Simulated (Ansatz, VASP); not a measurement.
## One calculation of TiPbO3, two programs

```
Pb Ti O
1.0
     7.96386    0.00000    0.00000
     0.00000    3.98193    0.00000
     0.00000    0.00000    3.98193
Pb Ti O
2 2 6
Direct
  0.00000 0.00000 0.00000
  0.50000 0.00000 0.00000
  0.25000 0.50000 0.50000
  0.75000 0.50000 0.50000
  0.00000 0.50000 0.50000
  0.50000 0.50000 0.50000
  0.25000 0.00000 0.50000
  0.75000 0.00000 0.50000
  0.25000 0.50000 0.00000
  0.75000 0.50000 0.00000
```

Alike in both runs: task single point; functional r2SCAN; k mesh 3 × 6 × 6; collinear spin.

|  | VASP | Ansatz |
| --- | --- | --- |
| version | VASP 6.6.1 | Ansatz 0.2.0 |
| potentials or method | VASP PAW PBE potentials, release 64 (Pb_d, Ti_sv, O), cutoff 660 eV | PAW plane waves |
| occupations | fermi-dirac, width 0.1 eV | fermi-dirac |
| valence electrons in the cell | 88 | 88 |

```csv
,VASP,Ansatz,Ansatz less VASP
pressure (GPa),-5.9,-6.3,-0.44
net moment per atom (μB),0.00,0.00,0.000
```

VASP's potentials were made for PBE, not for r2SCAN. Ansatz's warnings: no starting moments.

Spin-orbit coupling is off throughout.
